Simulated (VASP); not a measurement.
YTl, 2 atoms in the cell. Symmetry: R-3m, No. 166, trigonal system. The conventional cell has a = 5.278 Å, b = 5.278 Å, c = 6.562 Å, α = 90.00°, β = 90.00°, γ = 120.00°. Y (site symmetry -3m) has 8 Tl at 3.24 to 3.28 Å and 6 Y at 3.75 Å within 4.3 Å. Tl (site symmetry -3m) has 8 Y at 3.24 to 3.28 Å and 6 Tl at 3.75 Å within 4.3 Å.  This cell differs from its parent crystal: equal xy, yz and zx shear strains of +1 %.

| Quantity | Value |
| --- | --- |
| Program | VASP 6.6.1 |
| Task | electric field gradients |
| Functional | LDA |
| Potentials or basis | VASP PAW LDA potentials, release 64 (Y_sv, Tl_d) |
| Cutoff | 520 eV |
| k mesh | 11 × 11 × 11 |
| Occupations | fermi-dirac, width 0.08 eV |
| Spin | no spin polarisation |
| Dipole correction | no |
| Further INCAR settings | ALGO = Normal; EDIFF = 1e-08; NBANDS = 19 |

Potentials or basis: VASP PAW LDA potentials, release 64 (Y_sv, Tl_d).

Command:

```bash
$ cat potpaw_LDA.64/Y_sv/POTCAR potpaw_LDA.64/Tl_d/POTCAR > POTCAR
$ mpirun -np 1 vasp_std > vasp.out
```

Hardware: 1 thread of Intel(R) Xeon(R) Platinum 8259CL CPU @ 2.50GHz (Skylake/Cascade Lake), on a shared host.

Question: How long does it take, and how much memory?

Answer: It took 84 s on 1 thread of Intel(R) Xeon(R) Platinum 8259CL CPU @ 2.50GHz (Skylake/Cascade Lake), on a shared host, peak memory 0.28 GiB. Counts: scf iterations 13, k points 146.
